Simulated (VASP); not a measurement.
CO, 2 atoms in the cell. The structure is cubic, space group Pm-3m (No. 221). The conventional cell has a = 2.493 Å, b = 2.493 Å, c = 2.493 Å, α = 90.00°, β = 90.00°, γ = 90.00°. C (site symmetry m-3m) has 8 O at 2.16 Å and 6 C at 2.49 Å within 2.9 Å. Within 2.9 Å of O (site symmetry m-3m) lie 8 C at 2.16 Å and 6 O at 2.49 Å. 

- Program: VASP 6.6.1
- Task: single point
- Functional: r2SCAN
- Potentials or basis: VASP PAW PBE potentials, release 64 (C, O)
- Cutoff: 520 eV
- k mesh: 22 × 22 × 22
- Occupations: gaussian, width 0.1 eV
- Spin: no spin polarisation
- Dipole correction: no
- Further INCAR settings: ALGO = Normal; EDIFF = 1e-06; NBANDS = 12

Potentials or basis: VASP PAW PBE potentials, release 64 (C, O).

Launch:

```sh
$ cat potpaw_PBE.64/C/POTCAR potpaw_PBE.64/O/POTCAR > POTCAR
$ cp INCAR.step1 INCAR
$ mpirun -np 1 vasp_std > vasp.out
$ cp INCAR.step2 INCAR
$ mpirun -np 1 vasp_std > vasp.out
```

Hardware: 1 thread of Intel(R) Xeon(R) Platinum 8259CL CPU @ 2.50GHz (Skylake/Cascade Lake), on a shared host.

Question: How long does it take, and how much memory?

Answer: Wall time 2.5 min on 1 thread of Intel(R) Xeon(R) Platinum 8259CL CPU @ 2.50GHz (Skylake/Cascade Lake) (shared host), peak memory 0.17 GiB. Counts: k points 364.
